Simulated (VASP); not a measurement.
Set up this calculation in VASP 6.6.1, as the native input.

- Task: single point
- Functional: r2SCAN
- Potentials or basis: VASP PAW PBE potentials, release 64 (Cd, O)
- Cutoff: 520 eV
- k mesh: 10 × 10 × 7
- Occupations: gaussian, width 0.02 eV
- Spin: no spin polarisation
- Dipole correction: no
- Further INCAR settings: ALGO = Normal; EDIFF = 1e-06; NBANDS = 19

Crystal: CdO2.

```
Cd O
1.0
     3.40527    0.00000    0.00000
    -1.70263    2.94905    0.00000
     0.00000    0.00000    4.06340
Cd O
1 2
Cartesian
  0.0000 0.0000 0.0000
  1.7026 0.9830 3.0710
  0.0000 1.9660 0.9924
```

These files were run (other wordings do the same):

POSCAR

```
CdO2
1.0
    3.4052666187      0.0000000000      0.0000000000
   -1.7026333094      2.9490469190      0.0000000000
    0.0000000000      0.0000000000      4.0633976275
Cd O
1 2
Direct
    0.0000000000      0.0000000000      0.0000000000
    0.6666666667      0.3333333333      0.7557810000
    0.3333333333      0.6666666667      0.2442190000
```

INCAR.step1

```
PREC = Accurate ; ENCUT = 520
ISMEAR = 0 ; SIGMA = 0.02
LREAL = False ; LASPH = True
NELM = 100 ; NBANDS = 19
GGA = PE ; ALGO = Normal
EDIFF = 1E-4 ; LWAVE = True
LCHARG = False
```

INCAR.step2

```
PREC = Accurate ; ENCUT = 520
EDIFF = 1E-6 ; ISMEAR = 0
SIGMA = 0.02 ; LREAL = False
LASPH = True ; NELM = 100
ALGO = Normal ; ISIF = 2
LWAVE = False ; LCHARG = False
METAGGA = R2SCAN ; LMIXTAU = True
NBANDS = 19 ; ISTART = 1
```

KPOINTS

```
regular mesh
0
Gamma
  10 10 7
```

Potentials or basis: VASP PAW PBE potentials, release 64 (Cd, O).

Launch:

```sh
$ cat potpaw_PBE.64/Cd/POTCAR potpaw_PBE.64/O/POTCAR > POTCAR
$ cp INCAR.step1 INCAR
$ mpirun -np 1 vasp_std > vasp.out
$ cp INCAR.step2 INCAR
$ mpirun -np 1 vasp_std > vasp.out
```

It gave:

| Item | Value |
| --- | --- |
| Pressure | -3.3 GPa |
| Largest force | 0.235 eV/Å |
| Band gap on the k mesh | zero (bands 12 and 13 overlap by 0.79 eV) |

Caveat: the cell stands under tension; semilocal functionals underestimate gaps, and a narrow one can read as zero; the PAW data sets were made with another functional, which shifts forces and pressure a little.

It took 5.9 min on 1 thread of Intel Xeon 8259CL (shared host), peak memory 0.21 GiB.
